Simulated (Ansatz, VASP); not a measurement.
Given: the input of a run of Ansatz 0.2.0 on Ga.

input

```
crystal:
  lattice:
    - [2.71648, 0.0, 0.0]
    - [0.0, 2.71648, 0.0]
    - [0.0, 0.0, 2.71648]
  atoms:
    - { symbol: Ga, position: [0.0, 0.0, 0.0] }
hamiltonian:
  xc: pbe0
  pseudopotentials: { kind: paw }
kpoints:
  mp_grid: { grid: [5, 5, 5] }
scf:
  occupations: { method: fermi_dirac, width: 0.05 }
output:
  forces: true
  stress: true
  eigenvalues: true
relax:
  f_tol: 0.01
  max_steps: 40
  cell: { stress_tol: 0.05 }
```

Problem. Set up the same calculation for VASP 6.6.1. Potentials there: VASP PAW PBE potentials, release 64 (Ga_d).

Solution. As run (the cutoff follows the program's own potentials):

Contents of POSCAR:

```
Ga
1.0
    2.7164800000      0.0000000000      0.0000000000
    0.0000000000      2.7164800000      0.0000000000
    0.0000000000      0.0000000000      2.7164800000
Ga
1
Direct
    0.0000000000      0.0000000000      0.0000000000
```

File INCAR.step1:

```
  PREC = Accurate
  ENCUT = 600
  EDIFF = 1E-5
  ISMEAR = -1
  SIGMA = 0.05
  LREAL = False
  LASPH = True
  NELM = 80
  ALGO = Normal
  LWAVE = True
  LCHARG = False
  GGA = PE
  NBANDS = 12
```

File INCAR.step2:

```
  PREC = Accurate
  ENCUT = 600
  EDIFF = 1E-7
  ISMEAR = -1
  SIGMA = 0.05
  LREAL = False
  LASPH = True
  NELM = 80
  ALGO = Normal
  ISIF = 3
  LWAVE = False
  LCHARG = False
  GGA = PE
  LHFCALC = True
  AEXX = 0.25
  PRECFOCK = Normal
  IBRION = 2
  NSW = 60
  EDIFFG = -0.01
  ISTART = 1
```

The input KPOINTS:

```
Automatic mesh
0
Gamma
  5 5 5
```

Potentials or basis: VASP PAW PBE potentials, release 64 (Ga_d).

Command:

```sh
$ cat potpaw_PBE.64/Ga_d/POTCAR > POTCAR
$ cp INCAR.step1 INCAR
$ mpirun -np 1 vasp_std > vasp.out
$ cp INCAR.step2 INCAR
$ mpirun -np 1 vasp_std > vasp.out
```

Both were run:

|  | VASP | Ansatz | Ansatz less VASP |
| --- | --- | --- | --- |
| gap on the k mesh at the Fermi level, each at its own relaxed structure (eV) | none | none | - |
| relaxed volume (Å³/atom) | 19.42 | 19.40 | -0.018 |
| relaxed length of the cell vector where the two differ most in proportion (Å) | 2.688 | 2.687 | -0.0008 |

A gap of «none» marks a metal or a gap that the smearing closes.

The k mesh is coarse, so the values compare programs but aren't converged. Noted on Ansatz's run: the plane-wave basis is chosen anew once the cell has moved, so the energies of steps on either side of that aren't comparable.
